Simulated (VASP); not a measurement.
Write the native input for VASP 6.6.1 that does the following.

| Property | Result |
| --- | --- |
| Task | single point |
| Functional | PBEsol |
| Dispersion | D3(BJ) |
| Potentials or basis | VASP PAW PBE potentials, release 64 (Sn_d, Se) |
| Cutoff | 520 eV |
| k mesh | 8 × 8 × 6 |
| Occupations | gaussian, width 0.03 eV |
| Spin | no spin polarisation |
| Dipole correction | no |
| Further INCAR settings | ALGO = Normal; EDIFF = 1e-06; NBANDS = 28 |

The structure of SnSe lies in POSCAR:

```
SnSe
1.0
    4.0494591145      0.0000000000      0.0000000000
    0.0000000000      4.0494591145      0.0000000000
    0.0000000000      0.0000000000      5.0282000000
Sn Se
2 2
Direct
    0.5000000000      0.0000000000      0.2500241371
    0.0000000000      0.5000000000      0.7499758629
    0.5000000000      0.0000000000      0.7499817524
    0.0000000000      0.5000000000      0.2500182476
```

One way to write it, as run:

INCAR

```
PREC = Accurate
ENCUT = 520
EDIFF = 1E-6
ISMEAR = 0
SIGMA = 0.03
LREAL = False
LASPH = True
NELM = 80
ALGO = Normal
ISIF = 2
LWAVE = False
LCHARG = True
GGA = PS
IVDW = 12
LELF = True
LVHAR = True
NBANDS = 28
```

KPOINTS

```
Automatic mesh
0
Gamma
  8 8 6
```

Potentials or basis: VASP PAW PBE potentials, release 64 (Sn_d, Se).

The run is started by

```console
$ cat potpaw_PBE.64/Sn_d/POTCAR potpaw_PBE.64/Se/POTCAR > POTCAR
$ mpirun -np 1 vasp_std > vasp.out
```

It gave:

```
Pressure                   : 23.0 GPa
Largest force              : 0.004 eV/Å
Band gap on the k mesh     : zero (bands 20 and 21 overlap by 0.54 eV)
Dispersion energy per atom : -0.439 eV
```

Caveat: the stress differs along the axes, from 9 to 51 GPa; semilocal functionals underestimate gaps, and a narrow one can read as zero; the PAW data sets were made with another functional, which shifts forces and pressure a little; spin-orbit coupling is left out, which moves the levels of the heavy elements.

Run time: 2.6 min on 1 thread of Intel Xeon 8259CL (shared host), peak memory 0.27 GiB.
